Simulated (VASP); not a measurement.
Input of a VASP 6.6.1 run:

Contents of INCAR:

```
ALGO = Normal
EDIFF = 1E-6
ENCUT = 520
GGA = CA
ISIF = 2
ISMEAR = -1
LASPH = T
LCHARG = T
LELF = T
LREAL = F
LVHAR = T
LWAVE = F
NBANDS = 14
NELM = 60
PREC = Accurate
SIGMA = 0.05
```

The input KPOINTS:

```
k-points
0
Gamma
  6 6 6
```

File POSCAR:

```
CsAs
1.0
    3.4744773946      0.0000000000      0.0000000000
    0.0000000000      3.4744773946      0.0000000000
    0.0000000000      0.0000000000      3.4744773946
Cs As
1 1
Direct
    0.0000000000      0.0000000000      0.0000000000
    0.5000000000      0.5000000000      0.5000000000
```

Potentials or basis: VASP PAW LDA potentials, release 64 (Cs_sv, As).

Command:

```bash
$ cat potpaw_LDA.64/Cs_sv/POTCAR potpaw_LDA.64/As/POTCAR > POTCAR
$ mpirun -np 1 vasp_std > vasp.out
```

Problem. Predict the band gap on the k mesh.

Solution. Zero (band 7 reaches 7.72 eV, above the bottom of band 8 at 2.33 eV).

Problem. What does it give for the pressure?

Solution. 31.6 GPa.

Caveat: spin-orbit coupling is left out, which moves the levels of the heavy elements.
